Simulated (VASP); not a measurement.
ZnS, 4 atoms in the cell. Symmetry: Cmcm, No. 63, orthorhombic system. Conventional cell: a = 3.505 Å, b = 14.451 Å, c = 3.508 Å, α = 90.00°, β = 90.00°, γ = 90.00°. Zn (site symmetry m2m) has 5 S at 2.43 to 2.52 Å and 4 Zn at 3.19 Å within 3.2 Å. S (site symmetry m2m) has 5 Zn at 2.43 to 2.52 Å within 3.2 Å. 

| Property | Result |
| --- | --- |
| Program | VASP 6.6.1 |
| Task | single point |
| Functional | PBE |
| Potentials or basis | VASP PAW PBE potentials, release 64 (Zn, S) |
| Cutoff | 520 eV |
| k mesh | 8 × 8 × 8 |
| Occupations | gaussian, width 0.02 eV |
| Spin | no spin polarisation |
| Dipole correction | no |
| Further INCAR settings | ALGO = Normal; EDIFF = 1e-06; NBANDS = 26 |

Potentials or basis: VASP PAW PBE potentials, release 64 (Zn, S).

The run is started by

```console
$ cat potpaw_PBE.64/Zn/POTCAR potpaw_PBE.64/S/POTCAR > POTCAR
$ mpirun -np 1 vasp_std > vasp.out
```

Hardware: 1 thread of Intel(R) Xeon(R) Platinum 8488C (Sapphire Rapids), on a shared host.

Task: How long does it take, and how much memory?

Result: Run time: 6.5 min on 1 thread of Intel(R) Xeon(R) Platinum 8488C (Sapphire Rapids), with other jobs on the host, peak memory 0.41 GiB. Counts: scf iterations 14, k points 105.
